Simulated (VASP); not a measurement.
# Ca in VASP: further runs, part 2 of 2

VASP 6.6.1. Earlier steps stand in the parts before.

## 4. Single point, r2SCAN

POSCAR reads:

```
Ca
1.0
   -2.2512000000      2.2512000000      2.2400000000
    2.2512000000     -2.2512000000      2.2400000000
    2.2288000000      2.2288000000     -2.2400000000
Ca
1
Direct
    0.0000000000      0.0000000000      0.0000000000
```

INCAR.step1 reads:

```
SYSTEM = Ca
PREC = Accurate
ENCUT = 520
ISMEAR = -1
SIGMA = 0.15
LREAL = .FALSE.
LASPH = .TRUE.
NELM = 80
NBANDS = 11
GGA = PE
ALGO = Normal
EDIFF = 1E-4
LWAVE = .TRUE.
LCHARG = .FALSE.
```

INCAR.step2 reads:

```
SYSTEM = Ca
PREC = Accurate
ENCUT = 520
EDIFF = 1E-7
ISMEAR = -1
SIGMA = 0.15
LREAL = .FALSE.
LASPH = .TRUE.
NELM = 80
ALGO = Normal
ISIF = 2
LWAVE = .FALSE.
LCHARG = .FALSE.
METAGGA = R2SCAN
LMIXTAU = .TRUE.
NBANDS = 11
ISTART = 1
```

KPOINTS reads:

```
regular mesh
0
G
  11 11 11
  0 0 0
```

Potentials or basis: VASP PAW PBE potentials, release 64 (Ca_sv).

Started as:

```bash
cat potpaw_PBE.64/Ca_sv/POTCAR > POTCAR
cp INCAR.step1 INCAR
mpirun -np 1 vasp_std > vasp.out
cp INCAR.step2 INCAR
mpirun -np 1 vasp_std > vasp.out
```

OUTCAR:

```text
SYSTEM = Ca
   PREC = Accurate
   ENCUT = 520
   EDIFF = 1E-7
   ISMEAR = -1
   LREAL = .FALSE.
   LASPH = .TRUE.
   NELM = 80
   ISIF = 2
   METAGGA = R2SCAN
   ISTART = 1

 ion  position               nearest neighbor table
   1  0.000  0.000  0.000-

  LATTYP: Found a face centered orthorhombic cell.
 ALAT       =     4.4800000000
 B/A-ratio  =     1.4071424946
 C/A-ratio  =     1.4212846302

  Lattice vectors:

 A1 = (  -0.0224000000,   4.4800000000,   0.0000000000)
 A2 = (  -2.2512000000,   2.2512000000,   2.2400000000)
 A3 = (   2.2288000000,   2.2288000000,   2.2400000000)

Analysis of symmetry for initial positions (statically):
=====================================================================
 Subroutine PRICEL returns:
 Original cell was already a primitive cell.

 Routine SETGRP: Setting up the symmetry group for a
 face centered orthorhombic supercell.

 Subroutine GETGRP returns: Found  8 space group operations
 (whereof  8 operations were pure point group operations)
 out of a pool of  8 trial point group operations.

The static configuration has the point symmetry D_2h.
[... 165 lines left out ...]

 k-point     1 :       0.0000    0.0000    0.0000
  band No.  band energies     occupation
      1     -42.1670      2.00000
      2     -22.2018      2.00000
      3     -22.2012      2.00000
      4     -22.2007      2.00000
      5      -2.4118      2.00000
      6       4.3544      0.00000
      7       4.3827      0.00000
      8       4.4135      0.00000
      9       5.4138      0.00000
     10       5.4148      0.00000
     11      12.1980      0.00000
[... 309 lines left out ...]
 k-point    24 :      -0.1818    0.1818    0.0000
  band No.  band energies     occupation
      1     -42.1637      2.00000
      2     -22.2347      2.00000
      3     -22.2123      2.00000
      4     -22.2018      2.00000
      5      -1.8278      2.00000
      6       3.9667      0.00000
      7       4.0299      0.00000
      8       4.8339      0.00000
      9       5.2295      0.00000
     10       5.4428      0.00000
     11      10.8134      0.00000

 [... further k-points ...]

------------------------ aborting loop because EDIFF is reached ----------------------------------------

  FORCE on cell =-STRESS in cart. coord.  units (eV):
  Direction    XX          YY          ZZ          XY          YZ          ZX
  --------------------------------------------------------------------------------------
  -------------------------------------------------------------------------------------
  Total       -0.1724535     -0.1724535     -0.1714077      0.0436448     -0.0000000     -0.0000000
  in kB       -6.1459542     -6.1459542     -6.1086850      1.5554281     -0.0000000     -0.0000000
  external PRESSURE =      -6.1335311 kB  Pullay stress =       0.0000000 kB

 VOLUME and BASIS-vectors are now :
 -----------------------------------------------------------------------------
  energy-cutoff  :      520.00
  volume of cell :       44.96
      direct lattice vectors                 reciprocal lattice vectors
    -2.251200000  2.251200000  2.240000000     0.001116099  0.223219866  0.223214286
     2.251200000 -2.251200000  2.240000000     0.223219866  0.001116099  0.223214286
     2.228800000  2.228800000 -2.240000000     0.224335966  0.224335966  0.000000000

 POSITION                                       TOTAL-FORCE (eV/Angst)
 -----------------------------------------------------------------------------------
      0.00000      0.00000      0.00000         0.000000      0.000000      0.000000
 -----------------------------------------------------------------------------------
    total drift:                               -0.000000     -0.000000      0.000000

  FREE ENERGIE OF THE ION-ELECTRON SYSTEM (eV)
  ---------------------------------------------------
  free  energy   TOTEN  =        -7.0624224253 eV

  energy  without entropy=       -6.9688601185  energy(sigma->0) =       -7.01564127
```

OUTCAR.step1:

```text
SYSTEM = Ca
   PREC = Accurate
   ENCUT = 520
   ISMEAR = -1
   LREAL = .FALSE.
   LASPH = .TRUE.
[... 555 lines left out ...]
 -----------------------------------------------------------------------------------
      0.00000      0.00000      0.00000         0.000000      0.000000      0.000000
 -----------------------------------------------------------------------------------
    total drift:                                0.000000     -0.000000      0.000000

  FREE ENERGIE OF THE ION-ELECTRON SYSTEM (eV)
  ---------------------------------------------------
  free  energy   TOTEN  =        -1.9585954903 eV

  energy  without entropy=       -1.8568144639  energy(sigma->0) =       -1.90770498
```

Run time: 3.7 min. Hardware: 1 thread of AMD EPYC 9R45 (Zen 5), shared host; peak memory 0.22 GiB.

Results:

```
Free energy            : -7.0624 eV
Pressure               : -0.6 GPa
Band gap on the k mesh : zero (bands 5 and 6 overlap by 0.48 eV)
```

Caveat: the PAW data sets were made with another functional, which shifts forces and pressure a little.

## 5. Single point, r2SCAN

POSCAR reads:

```
Ca
1.0
   -2.2288000000      2.2288000000      2.2400000000
    2.2288000000     -2.2288000000      2.2400000000
    2.2512000000      2.2512000000     -2.2400000000
Ca
1
Direct
    0.0000000000      0.0000000000      0.0000000000
```

INCAR.step1 reads:

```
PREC = Accurate ; ENCUT = 520
ISMEAR = -1 ; SIGMA = 0.15
LREAL = False ; LASPH = True
NELM = 100 ; NBANDS = 11
GGA = PE ; ALGO = Normal
EDIFF = 1E-4 ; LWAVE = True
LCHARG = False
```

INCAR.step2 reads:

```
PREC = Accurate ; ENCUT = 520
EDIFF = 1E-6 ; ISMEAR = -1
SIGMA = 0.15 ; LREAL = False
LASPH = True ; NELM = 100
ALGO = Normal ; ISIF = 2
LWAVE = False ; LCHARG = True
METAGGA = R2SCAN ; LMIXTAU = True
LELF = True ; LVHAR = True
NBANDS = 11 ; ISTART = 1
```

KPOINTS reads:

```
Automatic mesh
0
Gamma
  11 11 11
```

Started as:

```bash
cat potpaw_PBE.64/Ca_sv/POTCAR > POTCAR
cp INCAR.step1 INCAR
mpirun -np 1 vasp_std > vasp.out
cp INCAR.step2 INCAR
mpirun -np 1 vasp_std > vasp.out
```

Run time: 3.7 min. Hardware: 1 thread of AMD EPYC 9R45 (Zen 5), shared host; peak memory 0.22 GiB.

It converged, with:

| Item | Value |
| --- | --- |
| Free energy | -7.0624 eV |
| Pressure | -0.6 GPa |
| Band gap on the k mesh | zero (bands 5 and 6 overlap by 0.48 eV) |

Stress tensor (GPa, compression positive):
```
-0.62 -0.15  0.00
-0.15 -0.62  0.00
 0.00  0.00 -0.61
```

Levels at points of the mesh, in eV from the Fermi level:
| k point | band 3 | band 4 | band 5 | band 6 | band 7 | band 8 |
| --- | --- | --- | --- | --- | --- | --- |
| (0.00, 0.00, 0.00) | -23.97 | -23.97 | -4.18 | 2.59 | 2.62 | 2.65 |

Caveat: the PAW data sets were made with another functional, which shifts forces and pressure a little.

## 6. Single point, r2SCAN

POSCAR reads:

```
Ca
1.0
   -2.2176000000      2.2176000000      2.2400000000
    2.2176000000     -2.2176000000      2.2400000000
    2.2624000000      2.2624000000     -2.2400000000
Ca
1
Direct
    0.0000000000      0.0000000000      0.0000000000
```

INCAR.step1 reads:

```
SYSTEM = Ca
ALGO = Normal
EDIFF = 1E-4
ENCUT = 520
GGA = PE
ISMEAR = -1
LASPH = .TRUE.
LCHARG = .FALSE.
LREAL = .FALSE.
LWAVE = .TRUE.
NBANDS = 11
NELM = 100
PREC = Accurate
SIGMA = 0.15
```

INCAR.step2 reads:

```
SYSTEM = Ca
ALGO = Normal
EDIFF = 1E-6
ENCUT = 520
ISIF = 2
ISMEAR = -1
ISTART = 1
LASPH = .TRUE.
LCHARG = .FALSE.
LMIXTAU = .TRUE.
LREAL = .FALSE.
LWAVE = .FALSE.
METAGGA = R2SCAN
NBANDS = 11
NELM = 100
PREC = Accurate
SIGMA = 0.15
```

KPOINTS reads:

```
k-points
0
G
  11 11 11
  0 0 0
```

Potentials or basis: VASP PAW PBE potentials, release 64 (Ca_sv).

Started as:

```bash
cat potpaw_PBE.64/Ca_sv/POTCAR > POTCAR
cp INCAR.step1 INCAR
mpirun -np 1 vasp_std > vasp.out
cp INCAR.step2 INCAR
mpirun -np 1 vasp_std > vasp.out
```

Wall time 3.3 min (1 thread of AMD EPYC 9R45 (Zen 5), shared host); peak memory 0.21 GiB.

The run converged. Its results:

| Property | Result |
| --- | --- |
| Free energy | -7.0618 eV |
| Pressure | -0.6 GPa |
| Band gap on the k mesh | zero (bands 5 and 6 overlap by 0.51 eV) |

Stress tensor (GPa, compression positive):
```
-0.62 -0.31  0.00
-0.31 -0.62  0.00
 0.00  0.00 -0.60
```

Levels at points of the mesh, in eV from the Fermi level:
```csv
k point,band 3,band 4,band 5,band 6,band 7,band 8
"(0.00, 0.00, 0.00)",-23.97,-23.97,-4.18,2.56,2.61,2.68
```

Caveat: the PAW data sets were made with another functional, which shifts forces and pressure a little.

## 7. Summary

| cell | gap on the mesh (eV) | pressure (GPa) |
| --- | --- | --- |
| a = 3.880 Å, angles 109.5°, 1 atom | none | -0.6 |
| a = 3.906, b = 3.906, c = 3.854 Å, angles 109.5, 109.5, 110.0°, 1 atom | none | -0.6 |
| a = 3.893, b = 3.893, c = 3.867 Å, angles 109.5, 109.5, 109.7°, 1 atom | none | -0.6 |
| a = 3.867, b = 3.867, c = 3.893 Å, angles 109.5, 109.5, 109.2°, 1 atom | none | -0.6 |
| a = 3.854, b = 3.854, c = 3.906 Å, angles 109.5, 109.5, 108.9°, 1 atom | none | -0.6 |

Alike in all rows: task single point; level r2SCAN; potentials or basis VASP PAW PBE potentials, release 64 (Ca_sv); no spin polarisation; k mesh 11 × 11 × 11; cutoff (eV) 520; smearing fermi-dirac 0.15 eV.

Caveats: the PAW data sets were made with another functional, which shifts forces and pressure a little.

Absolute energies hang on the potentials; compare differences alone.
